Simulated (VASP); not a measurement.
# WC (P-6m2) in VASP: a series of runs

WC is run at these levels: PBEsol; tasks: single point.

All numbers are computed with VASP 6.6.1; they aren't measurements. Logs are shortened: lines on timing, memory, paths and dates and some standing lists are left out, and cuts for length are marked.

### 1 The cell of the first run

Symmetry: P-6m2, No. 187, hexagonal system. The conventional cell has a = 2.898 Å, b = 2.898 Å, c = 2.828 Å, α = 90.00°, β = 90.00°, γ = 120.00°. W (site symmetry -6m2) has 6 C at 2.19 Å and 8 W at 2.83 to 2.90 Å within 2.9 Å. Within 2.9 Å of C (site symmetry -6m2) lie 6 W at 2.19 Å and 8 C at 2.83 to 2.90 Å.

### 2 Single point, PBEsol

Input file INCAR:

```
PREC = Accurate
ENCUT = 520
EDIFF = 1E-6
ISMEAR = 0
SIGMA = 0.15
LREAL = False
LASPH = True
NELM = 100
ALGO = Normal
ISIF = 2
LWAVE = False
LCHARG = False
GGA = PS
NBANDS = 16
```

Input file KPOINTS:

```
regular mesh
0
Gamma
  24 24 22
```

Input file POSCAR:

```
WC
1.0
    2.8984136663      0.0000000000      0.0000000000
   -1.4492068332      2.5100998657      0.0000000000
    0.0000000000      0.0000000000      2.8276119040
W C
1 1
Direct
    0.0000000000      0.0000000000      0.0000000000
    0.6666666667      0.3333333333      0.5000000000
```

Potentials or basis: VASP PAW PBE potentials, release 64 (W_sv, C).

Command:

```sh
cat potpaw_PBE.64/W_sv/POTCAR potpaw_PBE.64/C/POTCAR > POTCAR
mpirun -np 1 vasp_std > vasp.out
```

OUTCAR:

```text
PREC = Accurate
   ENCUT = 520
   EDIFF = 1E-6
   ISMEAR = 0
   LREAL = False
   LASPH = True
   NELM = 100
   ISIF = 2
   GGA = PS

 ion  position               nearest neighbor table
   1  0.000  0.000  0.000-   2 2.19   2 2.19   2 2.19   2 2.19   2 2.19   2 2.19
   2  0.667  0.333  0.500-   1 2.19   1 2.19   1 2.19   1 2.19   1 2.19   1 2.19

  LATTYP: Found a hexagonal cell.
 ALAT       =     2.8984136663
 C/A-ratio  =     0.9755722369

  Lattice vectors:

 A1 = (   2.8984136663,   0.0000000000,   0.0000000000)
 A2 = (  -1.4492068332,   2.5100998657,   0.0000000000)
 A3 = (   0.0000000000,   0.0000000000,   2.8276119040)

Analysis of symmetry for initial positions (statically):
=====================================================================
 Subroutine PRICEL returns:
 Original cell was already a primitive cell.

 Routine SETGRP: Setting up the symmetry group for a
 hexagonal supercell.

 Subroutine GETGRP returns: Found 12 space group operations
 (whereof 12 operations were pure point group operations)
 out of a pool of 24 trial point group operations.

The static configuration has the point symmetry D_3h.

Analysis of symmetry for dynamics (positions and initial velocities):
=====================================================================
 Subroutine PRICEL returns:
 Original cell was already a primitive cell.

 Routine SETGRP: Setting up the symmetry group for a
 hexagonal supercell.

 Subroutine GETGRP returns: Found 12 space group operations
 (whereof 12 operations were pure point group operations)
 out of a pool of 24 trial point group operations.

The dynamic configuration has the point symmetry D_3h.

 Subroutine INISYM returns: Found 12 space group operations
 (whereof 12 operations are pure point group operations),
 and found     1 'primitive' translations

----------------------------------------------------------------------------------------

                                     Primitive cell

  volume of cell :      20.5717

  direct lattice vectors                    reciprocal lattice vectors
     2.898413666  0.000000000  0.000000000     0.345016314  0.199195262  0.000000000
    -1.449206833  2.510099866  0.000000000     0.000000000  0.398390524  0.000000000
     0.000000000  0.000000000  2.827611904     0.000000000  0.000000000  0.353655323

  length of vectors
     2.898413666  2.898413666  2.827611904     0.398390524  0.398390524  0.353655323

  position of ions in fractional coordinates (direct lattice)
     0.000000000  0.000000000  0.000000000
[... 79 lines left out ...]
   LREAL  =      F    real-space projection
   EDIFFG = 0.1E-04   stopping-criterion for IOM
   NSW    =      0    number of steps for IOM
   IBRION =     -1    ionic relax: 0-MD 1-quasi-New 2-CG
   NFREE  =      0    steps in history (QN), initial steepest desc. (CG)
   ISIF   =      2    stress and relaxation
   ISYM   =      2    0-nonsym 1-usesym 2-fastsym
   POTIM  = 0.5000    time-step for ionic-motion
   TEBEG  =    0.0;   TEEND  =   0.0 temperature during run
   PSTRESS=    0.0 pullay stress
   NELECT =      18.0000    total number of electrons
   NUPDOWN=      -1.0000    fix difference up-down
   EMIN   =  10.00;   EMAX   =-10.00  energy-range for DOS
   EFERMI =   0.00;   METHOD = LEGACY
   ISMEAR =     0;   SIGMA  =   0.15  broadening in eV -4-tet -1-fermi 0-gaus
   EFERMI_NEDOS =   21; number of points for ismear=-14 and -15
   IALGO  =     38    algorithm
   IMIX   =      4    mixing-type and parameters
     AMIX     =   0.40;   BMIX     =  1.00
     AMIX_MAG =   1.60;   BMIX_MAG =  1.00
  volume/ion in A,a.u.               =      10.29        69.41
  Fermi-wavevector in a.u.,A,eV,Ry     =   1.565820  2.958971 33.358675  2.451793
  Thomas-Fermi vector in A             =   2.668240
   LORBIT       =      0    0 simple, 1 ext, 2 COOP (PROOUT), +10 PAW based schemes
   GGA     = PS    functional components
   LHFCALC =     F    Hartree Fock is set to
   AEXX    =    0.0000 exact exchange contribution
   IVDW    =     0    specifies the selected vdW correction
   LEPSILON=     F    determine dielectric tensor
   LRPA    =     F    only Hartree local field effects (RPA)
 non-spin polarized calculation
 Gauss-broadening in eV      SIGMA  =   0.15
  energy-cutoff  :      520.00
  volume of cell :       20.57
 maximum number of plane-waves:       580
 NGX is ok and might be reduce to    24

 number of electron      18.0000001 magnetization

 Free energy of the ion-electron system (eV)
  ---------------------------------------------------
  ext. energy  EPLUGINS =         0.00000000
  ---------------------------------------------------
  free energy    TOTEN  =       -23.90124363 eV

  energy without entropy =      -23.89789229  energy(sigma->0) =      -23.89956796

 E-fermi :  11.0591     XC(G=0): -13.9763

 val. band max:       11.0574712072   @ k =   0.0000   0.0000   0.3182
 cond. band min:      11.0611609669   @ k =   0.2917   0.2500   0.0000
 fundamental gap:      0.0036897598
 Fermi energy:        11.0590746279

 k-point     1 :       0.0000    0.0000    0.0000
  band No.  band energies     occupation
      1     -62.8594      2.00000
      2     -26.8462      2.00000
      3     -26.7398      2.00000
      4     -26.7398      2.00000
      5      -3.4382      2.00000
      6       6.6767      2.00000
[... 433 lines left out ...]
      3     -26.9463      2.00000
      4     -26.7301      2.00000
      5      -0.0295      2.00000
      6       4.0006      2.00000
[... 8 lines left out ...]
     15      24.1049      0.00000
     16      29.1555      0.00000

 [... further k-points ...]

------------------------ aborting loop because EDIFF is reached ----------------------------------------

  FORCE on cell =-STRESS in cart. coord.  units (eV):
  Direction    XX          YY          ZZ          XY          YZ          ZX
  --------------------------------------------------------------------------------------
  -------------------------------------------------------------------------------------
  Total        0.1679237      0.1679237      0.1740011     -0.0000000     -0.0000000      0.0000000
  in kB       13.0783067     13.0783067     13.5516273     -0.0000000     -0.0000000      0.0000000
  external PRESSURE =      13.2360802 kB  Pullay stress =       0.0000000 kB

 VOLUME and BASIS-vectors are now :
 -----------------------------------------------------------------------------
  energy-cutoff  :      520.00
  volume of cell :       20.57
      direct lattice vectors                 reciprocal lattice vectors
     2.898413666  0.000000000  0.000000000     0.345016314  0.199195262  0.000000000
    -1.449206833  2.510099866  0.000000000     0.000000000  0.398390524  0.000000000
     0.000000000  0.000000000  2.827611904     0.000000000  0.000000000  0.353655323

 POSITION                                       TOTAL-FORCE (eV/Angst)
 -----------------------------------------------------------------------------------
      0.00000      0.00000      0.00000        -0.000000     -0.000000      0.000000
      1.44921      0.83670      1.41381         0.000000      0.000000      0.000000
 -----------------------------------------------------------------------------------
    total drift:                                0.000000     -0.000000      0.000000

  FREE ENERGIE OF THE ION-ELECTRON SYSTEM (eV)
  ---------------------------------------------------
  free  energy   TOTEN  =       -23.9012436275 eV

  energy  without entropy=      -23.8978922890  energy(sigma->0) =      -23.89956796
```

Wall time 2.4 min (1 thread of AMD EPYC 7R13 (Zen 3), shared host); peak memory 0.31 GiB.

What came out:

| Item | Value |
| --- | --- |
| Free energy | -23.9012 eV |
| Pressure | 1.3 GPa |
| Band gap on the k mesh | zero (bands 9 and 10 overlap by 1.33 eV) |

Levels at points of the mesh, in eV from the Fermi level:
```csv
k point,band 6,band 7,band 8,band 9,band 10,band 11,band 12,band 13
"(0.00, 0.00, 0.00)",-4.38,-3.37,-3.37,0.12,3.27,3.27,5.70,5.70
"(0.50, 0.00, 0.00)",-7.08,-3.65,-3.63,-0.45,2.36,4.58,4.96,6.92
"(0.00, 0.00, 0.50)",-8.73,-2.04,-2.04,-0.61,-0.61,3.73,4.55,4.55
"(0.50, 0.00, 0.50)",-6.52,-4.37,-4.20,0.31,4.49,5.39,6.74,9.31
```

Caveat: the PAW data sets were made with another functional, which shifts forces and pressure a little; spin-orbit coupling is left out, which moves the levels of the heavy elements.

### 3 Single point, PBEsol

Input file INCAR:

```
PREC = Accurate
ENCUT = 520
EDIFF = 1E-6
ISMEAR = 0
SIGMA = 0.15
LREAL = F
LASPH = T
NELM = 100
ALGO = Normal
ISIF = 2
LWAVE = F
LCHARG = T
GGA = PS
LELF = T
LVHAR = T
NBANDS = 16
```

Input file KPOINTS:

```
regular mesh
0
Gamma
  24 24 24
```

POSCAR is that of step 2.

Potentials or basis: VASP PAW PBE potentials, release 64 (W_sv, C).

Command:

```sh
cat potpaw_PBE.64/W_sv/POTCAR potpaw_PBE.64/C/POTCAR > POTCAR
mpirun -np 1 vasp_std > vasp.out
```

Run time: 3.1 min. Hardware: 1 thread of AMD EPYC 7R13 (Zen 3), shared host; peak memory 0.33 GiB.

It converged, with:

```yaml
Free_energy: -23.9013 eV
Pressure: 1.3 GPa
Band_gap_on_the_k_mesh: zero (bands 9 and 10 overlap by 1.27 eV)
```

Levels at points of the mesh, in eV from the Fermi level:
```tsv
k point	band 6	band 7	band 8	band 9	band 10	band 11	band 12	band 13
(0.00, 0.00, 0.00)	-4.38	-3.37	-3.37	0.12	3.27	3.27	5.70	5.70
(0.50, 0.00, 0.00)	-7.08	-3.65	-3.63	-0.45	2.36	4.58	4.96	6.92
(0.00, 0.00, 0.50)	-8.73	-2.04	-2.04	-0.61	-0.61	3.73	4.55	4.55
(0.50, 0.00, 0.50)	-6.52	-4.37	-4.20	0.31	4.49	5.39	6.74	9.31
```

Caveat: the PAW data sets were made with another functional, which shifts forces and pressure a little; spin-orbit coupling is left out, which moves the levels of the heavy elements.

### 4 Single point, PBEsol

This run uses another cell than the first one: it holds 8 atoms, not 2.

Input file INCAR:

```
PREC     = Accurate       # precision mode
ENCUT    = 520            # plane-wave cutoff, eV
EDIFF    = 1E-7           # SCF threshold, eV
ISMEAR   = 0              # smearing method
SIGMA    = 0.15           # smearing width, eV
LREAL    = False          # projectors in reciprocal space
LASPH    = True           # aspherical terms in the spheres
NELM     = 60             # most SCF steps
ALGO     = Normal         # electronic algorithm
ISIF     = 2              # what is computed and relaxed
LWAVE    = False          # write WAVECAR
LCHARG   = True           # write CHGCAR
GGA      = PS             # functional
LELF     = True           # ELF
LVHAR    = True         
NBANDS   = 46             # bands
```

Input file KPOINTS:

```
Automatic mesh
0
Gamma
  8 8 8
```

Input file POSCAR:

```
WC
1.0
    1.4492068329      2.5100998652     -2.8276119072
   -1.4492068329     -2.5100998652     -2.8276119072
   -4.3476204987      2.5100998652      0.0000000000
W C
4 4
Direct
    0.7500000000      0.2500000000      0.5000000000
    0.0000000000      0.0000000000      0.0000000000
    0.5000000000      0.5000000000      0.0000000000
    0.2500000000      0.7500000000      0.5000000000
    0.2500000000      0.2500000000      0.3333333333
    0.5000000000      0.0000000000      0.8333333333
    0.0000000000      0.5000000000      0.8333333333
    0.7500000000      0.7500000000      0.3333333333
```

Command:

```sh
cat potpaw_PBE.64/W_sv/POTCAR potpaw_PBE.64/C/POTCAR > POTCAR
mpirun -np 1 vasp_std > vasp.out
```

Wall time 8.3 min (1 thread of AMD EPYC 7R13, shared host); peak memory 0.36 GiB.

It converged, with:

```yaml
Free_energy: -95.6058 eV
Pressure: 1.3 GPa
Band_gap_on_the_k_mesh: zero (bands 36 and 37 overlap by 0.90 eV)
```

Stress tensor (GPa, compression positive):
```
 1.31 -0.08  0.00
-0.08  1.22  0.00
 0.00  0.00  1.43
```

Levels at points of the mesh, in eV from the Fermi level:
| k point | band 34 | band 35 | band 36 | band 37 | band 38 | band 39 |
| --- | --- | --- | --- | --- | --- | --- |
| (0.00, 0.00, 0.00) | -1.32 | -0.43 | 0.13 | 2.37 | 3.28 | 3.28 |
| (0.50, 0.00, 0.00) | -1.41 | -0.88 | -0.88 | 0.78 | 0.78 | 3.27 |
| (0.50, 0.50, 0.00) | -0.60 | -0.41 | -0.41 | 0.32 | 1.21 | 1.21 |
| (0.00, 0.00, 0.50) | -1.99 | 0.32 | 0.32 | 2.80 | 2.80 | 3.75 |
| (0.50, 0.00, 0.50) | -1.57 | -1.57 | -1.57 | 2.07 | 2.07 | 2.07 |
| (0.50, 0.50, 0.50) | -1.80 | -0.43 | -0.43 | 1.39 | 1.39 | 2.37 |

Caveat: the PAW data sets were made with another functional, which shifts forces and pressure a little; spin-orbit coupling is left out, which moves the levels of the heavy elements.

### 5 Summary

| cell | k mesh | gap on the mesh (eV) | pressure (GPa) |
| --- | --- | --- | --- |
| a = 2.898, b = 2.898, c = 2.828 Å, angles 90.0, 90.0, 120.0°, 2 atoms, atomic positions A | 24 × 24 × 22 | none | 1.3 |
| a = 2.898, b = 2.898, c = 2.828 Å, angles 90.0, 90.0, 120.0°, 2 atoms, atomic positions A | 24 × 24 × 24 | none | 1.3 |
| a = 4.049, b = 4.049, c = 5.020 Å, angles 90.0, 90.0, 91.4°, 8 atoms, atomic positions B | 8 × 8 × 8 | none | 1.3 |

Alike in all rows: task single point; level PBEsol; potentials or basis VASP PAW PBE potentials, release 64 (W_sv, C); no spin polarisation; cutoff (eV) 520; smearing gaussian 0.15 eV.

Caveats: the PAW data sets were made with another functional, which shifts forces and pressure a little; spin-orbit coupling is left out, which moves the levels of the heavy elements.

Total energies depend on the potentials used, so only differences within one code and one set of settings carry meaning.
